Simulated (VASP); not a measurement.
Wanted: the native input for a VASP 6.6.1 run.

- Task: single point
- Functional: PBE
- Potentials or basis: VASP PAW PBE potentials, release 64 (In_d, Se)
- Cutoff: 520 eV
- k mesh: 4 × 4 × 4
- Occupations: fermi-dirac, width 0.02 eV
- Spin: non-collinear spin, zero start, spin-orbit coupling
- Starting moments: [[0.0, 0.0, 0.0], [0.0, 0.0, 0.0], [0.0, 0.0, 0.0], [0.0, 0.0, 0.0]] μB
- Dipole correction: no
- Further INCAR settings: ALGO = Normal; EDIFF = 1e-06; NBANDS = 52

The structure of InSe lies in POSCAR:

```
InSe
1.0
    2.0105578955      1.1607961422      8.4106660257
   -2.0105578955      1.1607961422      8.4106660257
    0.0000000000     -2.3215922844      8.4106660257
In Se
2 2
Direct
    0.0004771581      0.0004771581      0.0004771581
    0.1108703954      0.1108703954      0.1108703954
    0.6169580855      0.6169580855      0.6169580855
    0.8276943611      0.8276943611      0.8276943611
```

These files were run (other wordings do the same):

INCAR

```
SYSTEM = InSe
PREC = Accurate ; ENCUT = 520
EDIFF = 1E-6 ; ISMEAR = -1
SIGMA = 0.02 ; LREAL = .FALSE.
LASPH = .TRUE. ; NELM = 150
ALGO = Normal ; ISIF = 2
LWAVE = .FALSE. ; LCHARG = .FALSE.
LNONCOLLINEAR = .TRUE. ; MAGMOM = 0 0 0 0 0 0 0 0 0 0 0 0
LORBIT = 11 ; LSORBIT = .TRUE.
GGA_COMPAT = .FALSE. ; LORBMOM = .TRUE.
GGA = PE ; NBANDS = 52
```

KPOINTS

```
regular mesh
0
G
  4 4 4
  0 0 0
```

Potentials or basis: VASP PAW PBE potentials, release 64 (In_d, Se).

The run is started by

```bash
$ cat potpaw_PBE.64/In_d/POTCAR potpaw_PBE.64/Se/POTCAR > POTCAR
$ mpirun -np 1 vasp_ncl > vasp.out
```

It gave:

| Property | Result |
| --- | --- |
| Pressure | 2.7 GPa |
| Largest force | 0.218 eV/Å |
| Net moment | 0.00 μB per cell |
| Valence electrons inside the program's atomic spheres | In 11.41; Se 3.84 |

Caveat: the k points lie up to 0.46 Å⁻¹ apart.

It took 37 min on 1 thread of Intel(R) Xeon(R) Platinum 8375C CPU @ 2.90GHz (Ice Lake), with other jobs on the host, peak memory 1.9 GiB.
